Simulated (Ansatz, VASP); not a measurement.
One calculation of EuMo, two programs

Contents of INCAR:

```
  PREC = Accurate
  ENCUT = 520
  EDIFF = 1E-6
  ISMEAR = 0
  SIGMA = 0.1
  LREAL = False
  LASPH = True
  NELM = 150
  ALGO = Fast
  ISIF = 2
  LWAVE = False
  LCHARG = False
  ISPIN = 2
  MAGMOM = 7 0
  LORBIT = 11
  LMAXMIX = 6
  GGA = PE
  NBANDS = 26
```

File KPOINTS:

```
regular mesh
0
Gamma
  6 6 6
```

The input POSCAR:

```
EuMo
1.0
    3.6830688300      0.0000000000      0.0000000000
    0.0000000000      3.6830688300      0.0000000000
    0.0000000000      0.0000000000      3.6830688300
Eu Mo
1 1
Direct
    0.5000000000      0.5000000000      0.5000000000
    0.0000000000      0.0000000000      0.0000000000
```

Input for Ansatz:

```yaml
crystal:
  lattice:
    - [3.68306883, 0.0, 0.0]
    - [0.0, 3.68306883, 0.0]
    - [0.0, 0.0, 3.68306883]
  atoms:
    - { symbol: Eu, position: [0.5, 0.5, 0.5], spin: 7.0 }
    - { symbol: Mo, position: [0.0, 0.0, 0.0] }
basis:
  ecutwfc: 420
kpoints:
  mp_grid: { grid: [6, 6, 6] }
hamiltonian:
  xc: pbe
scf:
  occupations: { method: gaussian, width: 0.1 }
  lower_state_search: "off"
output:
  forces: true
  stress: true
  eigenvalues: true
  populations: true
magnetization:
  spin_polarized: true
```

Change from the starting cell: species swapped into the TiFe type (Pm-3m, No. 221).

Alike in both runs: task single point; functional PBE; k mesh 6 × 6 × 6; occupations gaussian, width 0.1 eV; collinear spin.

|  | VASP | Ansatz |
| --- | --- | --- |
| version | VASP 6.6.1 | Ansatz 0.2.0 |
| potentials or method | VASP PAW PBE potentials, release 64 (Eu, Mo_sv), cutoff 520 eV | scalar-relativistic, plane waves, PAW |
| valence electrons in the cell | 31 | 31 |

|  | VASP | Ansatz | Ansatz less VASP |
| --- | --- | --- | --- |
| gap on the k mesh at the Fermi level (eV) | none | none | - |
| pressure (GPa) | -7.7 | -6.2 | +1.47 |
| net moment per atom (μB) | 3.55 | 4.10 | +0.559 |
| size of the moment on the site where the two differ most (μB) | 0.24 | 1.18 | +0.938 |

The net moments are unlike, so the other rows may belong to different states. Site moments also hang on the region over which each program counts them. A gap of «none» marks a metal or a gap that the smearing closes.

Spin-orbit coupling is off throughout.
